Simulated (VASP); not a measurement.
Crystal: Cd2BiO2.

```
Cd Bi O
1.0
     4.04784    0.00000    0.00000
    -2.02392    3.50553    0.00000
     0.00000    0.00000    7.91545
Cd Bi O
2 1 2
Direct
  0.66667 0.33333 0.50000
  0.33333 0.66667 0.00000
  0.66667 0.33333 0.00000
  0.00000 0.00000 0.70553
  0.00000 0.00000 0.29447
```

The cell was generated, and may not be a known phase.

* Program: VASP 6.6.1
* Task: relaxation of cell and atoms
* Functional: PBE
* Potentials or basis: VASP PAW PBE potentials, release 64 (Cd, Bi_d, O)
* Cutoff: 600 eV
* k mesh: 6 × 6 × 2
* Occupations: gaussian, width 0.1 eV
* Spin: no spin polarisation

At the start: pressure 12.0 GPa; volume 22.46 Å³/atom.

Where does the relaxation end?

Over 19 steps the energy falls by 598.7 meV/atom and the volume is 21.81 Å³/atom (-2.9 %); space group P-6m2 (No. 187, to 0.1 Å) before and after.

The path:
| step | energy change (eV) | largest force (eV/Å) | pressure (GPa) | volume (Å³) |
| --- | --- | --- | --- | --- |
| 1 | 0.0000 | 0.2161 | 11.95 | 112.32 |
| 2 | -2.0598 | 0.1431 | -6.51 | 138.70 |
| 3 | -2.1632 | 0.0381 | -4.26 | 131.80 |
| 4 | -2.6016 | 0.1868 | -3.06 | 121.27 |
| 5 | -2.8743 | 0.2825 | -0.55 | 111.08 |
| 6 | -2.2817 | 0.2045 | 13.73 | 91.36 |
| 7 | -2.9001 | 0.2925 | 0.63 | 108.10 |
| 8 | -2.9014 | 0.2909 | 0.94 | 107.36 |
| 9 | -2.9235 | 0.2241 | 0.04 | 108.57 |
| 10 | -2.9254 | 0.1906 | -0.34 | 109.12 |
| 11 | -2.9319 | 0.1799 | -0.09 | 108.50 |
| 12 | -2.9405 | 0.1329 | 0.83 | 106.62 |
| 13 | -2.9443 | 0.1307 | 0.78 | 106.76 |
| 14 | -2.9551 | 0.1329 | 0.58 | 107.16 |
| 15 | -2.9753 | 0.1259 | 0.25 | 107.97 |
| 16 | -2.9907 | 0.0706 | -0.11 | 109.58 |
| 17 | -2.9921 | 0.0056 | -0.09 | 109.14 |
| 18 | -2.9922 | 0.0115 | -0.09 | 109.24 |
| 19 | -2.9933 | 0.0122 | 0.06 | 109.03 |

Final structure:
```
Cd Bi O
1.0
     4.53296    0.00000    0.00000
    -2.26648    3.92566    0.00000
     0.00000    0.00000    6.12697
Cd Bi O
2 1 2
Direct
  0.66667 0.33333 0.50000
  0.33333 0.66667 0.00000
  0.66667 0.33333 0.00000
  0.00000 0.00000 0.75072
  0.00000 0.00000 0.24928
```

Caveat: the k points lie up to 0.51 Å⁻¹ apart in the final cell, too coarse for converged energies and pressures of a metal; a cell axis changed by over 15 % at a fixed basis, so the end point is rough; an odd number of electrons without spin polarisation forces a metal; a magnetic or distorted state may lie lower.
